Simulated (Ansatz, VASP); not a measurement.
## Ge in VASP and in Ansatz

```
CELL_PARAMETERS angstrom
3.99759 0.00000 0.00000
-1.99879 3.46201 0.00000
0.00000 0.00000 6.59938
ATOMIC_POSITIONS crystal
Ge 0.33333 0.66667 0.93710
Ge 0.66667 0.33333 0.43710
Ge 0.33333 0.66667 0.56290
Ge 0.66667 0.33333 0.06290
```

Alike in both runs: task single point; functional PBE; k mesh 8 × 8 × 4; occupations gaussian, width 0.018 eV; no spin polarisation.

|  | VASP | Ansatz |
| --- | --- | --- |
| version | VASP 6.6.1 | Ansatz 0.2.0 |
| potentials or method | VASP PAW PBE potentials, release 64 (Ge_d) | Ansatz PAW |
| plane-wave cutoff (eV) | 520 | 420 |
| valence electrons in the cell | 56 | 56 |

```csv
,VASP,Ansatz,Ansatz less VASP
gap on the k mesh at the Fermi level (eV),0.12,0.13,+0.005
least direct gap on the mesh (eV),0.12,0.13,+0.005
pressure (GPa),2.9,3.0,+0.05
"traceless stress, the component that is largest in VASP (GPa)",-0.15,-0.15,-0.005
rms of the force components (eV/Å),0.011,0.011,-0.0002
```

Atom by atom the forces differ by 0.000 eV/Å (rms over components).
